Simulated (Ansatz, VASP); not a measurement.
## Two plane-wave programs on Sb

File POSCAR:

```
Sb
1.0
    2.1962527066     -2.2005543202      0.0000000000
    2.1962527066      2.2005543202      0.0000000000
    0.0000000000      0.0000000000      3.1104647951
Sb
1
Direct
    0.5000000000      0.5000000000      0.5000000000
```

Contents of INCAR.step1:

```
  PREC = Accurate
  ENCUT = 520
  ISMEAR = 0
  SIGMA = 0.1
  LREAL = False
  LASPH = True
  NELM = 60
  NBANDS = 8
  GGA = PE
  ALGO = Normal
  EDIFF = 1E-4
  LWAVE = True
  LCHARG = False
```

INCAR.step2

```
  PREC = Accurate
  ENCUT = 520
  EDIFF = 1E-7
  ISMEAR = 0
  SIGMA = 0.1
  LREAL = False
  LASPH = True
  NELM = 60
  ALGO = Normal
  ISIF = 2
  LWAVE = False
  LCHARG = False
  METAGGA = R2SCAN
  LMIXTAU = True
  NBANDS = 8
  ISTART = 1
```

KPOINTS

```
Automatic mesh
0
Gamma
  18 18 18
```

Input for Ansatz:

```yaml
crystal:
  lattice:
    - [2.1962527066, -2.2005543202, 0.0]
    - [2.1962527066, 2.2005543202, 0.0]
    - [0.0, 0.0, 3.1104647951]
  atoms:
    - { symbol: Sb, position: [0.5, 0.5, 0.5] }
basis:
  ecutwfc: 500
kpoints:
  mp_grid: { grid: [18, 18, 18] }
  band_path:
    path:
      - [[0.0, 0.0, 0.0], [-0.5, 0.5, 0.0], [-0.49902356, 0.50097644, 0.0]]
      - [[0.49902356, 0.49902356, 0.0], [0.0, 0.0, 0.0], [0.0, 0.0, 0.5], [0.49902356, 0.49902356, 0.5]]
      - [[-0.49902356, 0.50097644, 0.5], [-0.5, 0.5, 0.5], [-0.5, 0.5, 0.0]]
      - [[0.0, 0.0, 0.0], [0.0, 0.5, 0.0], [0.0, 0.5, 0.5], [0.0, 0.0, 0.5], [-0.5, 0.5, 0.5]]
    npoints: 14
hamiltonian:
  xc: r2scan
scf:
  occupations: { method: gaussian, width: 0.1 }
  n_extra_bands: 6
output:
  forces: true
  stress: true
  eigenvalues: true
  populations: true
  dos: { projected: true, de: 0.02, nscf_kmesh: { grid: [22, 22, 22] } }
  bader: true
  write_density: true
  write_potential: true
  elf: true
  volumetric_format: npy
```

Alike in both runs: task single point; functional r2SCAN; k mesh 18 × 18 × 18; occupations gaussian, width 0.1 eV; no spin polarisation.

|  | VASP | Ansatz |
| --- | --- | --- |
| version | VASP 6.6.1 | Ansatz 0.2.0 |
| potentials or method | VASP PAW PBE potentials, release 64 (Sb), cutoff 520 eV | scalar-relativistic, plane waves, PAW |
| valence electrons in the cell | 5 | 15 |

|  | VASP | Ansatz | Ansatz less VASP |
| --- | --- | --- | --- |
| gap on the k mesh at the Fermi level (eV) | none | none | - |
| pressure (GPa) | -1.2 | -1.2 | -0.02 |

VASP's potentials were made for PBE, not for r2SCAN. A gap of «none» marks a metal or a gap that the smearing closes. VASP's potentials hold 5 valence electrons a cell and Ansatz's 15, so a difference there can come from the potentials and not from the codes.

Neither program's run includes spin-orbit coupling.
